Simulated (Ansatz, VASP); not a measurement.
**One calculation of Rh, two programs**

```
Rh
1.0
     1.91841   -4.24298    0.00000
     1.91841    4.24298    0.00000
     0.00000    0.00000    3.81151
Rh
4
Direct
  0.14344 0.85656 0.99999
  0.64344 0.35656 0.50001
  0.85656 0.14344 0.00001
  0.35656 0.64344 0.49999
```

Alike in both runs: functional PBE; k mesh 6 × 6 × 4; occupations gaussian, width 0.1 eV; no spin polarisation.

Ansatz relaxed the structure, and its values are those at the end. VASP's run is a single point on that final structure, the one shown.

```csv
,VASP,Ansatz
version,VASP 6.6.1,Ansatz 0.2.0
potentials or method,"VASP PAW PBE potentials, release 64 (Rh_pv), cutoff 520 eV","scalar-relativistic, plane waves, PAW"
valence electrons in the cell,60,68
```

|  | VASP | Ansatz | Ansatz less VASP |
| --- | --- | --- | --- |
| gap on the k mesh at the Fermi level (eV) | none | none | - |
| pressure (GPa) | -0.1 | -0.2 | -0.05 |
| rms of the force components (eV/Å) | 0.007 | 0.015 | +0.0080 |

A gap of «none» marks a metal or a gap that the smearing closes. VASP's potentials hold 60 valence electrons a cell and Ansatz's 68, so a difference there can come from the potentials and not from the codes.

The k mesh is coarse, so the values compare programs but aren't converged.
